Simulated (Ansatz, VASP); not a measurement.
# BiC: VASP beside Ansatz

```
Bi C
1.0
     3.26113    0.00000    0.00000
     0.00000    3.26113    0.00000
     0.00000    0.00000    3.26113
Bi C
1 1
Direct
  0.00000 0.00000 0.00000
  0.50000 0.50000 0.50000
```

Alike in both runs: functional PBE; k mesh 18 × 18 × 18; occupations gaussian, width 0.1 eV; no spin polarisation.

Ansatz relaxed the structure, and its values are those at the end. VASP's run is a single point on that final structure, the one shown.

|  | VASP | Ansatz |
| --- | --- | --- |
| version | VASP 6.6.1 | Ansatz 0.2.0 |
| potentials or method | VASP PAW PBE potentials, release 64 (Bi_d, C), cutoff 520 eV | scalar-relativistic, plane waves, PAW |
| valence electrons in the cell | 19 | 19 |

|  | VASP | Ansatz | Ansatz less VASP |
| --- | --- | --- | --- |
| gap on the k mesh at the Fermi level (eV) | none | none | - |
| pressure (GPa) | 0.0 | 0.0 | +0.01 |

A gap of «none» marks a metal or a gap that the smearing closes.

Spin-orbit coupling is off throughout.
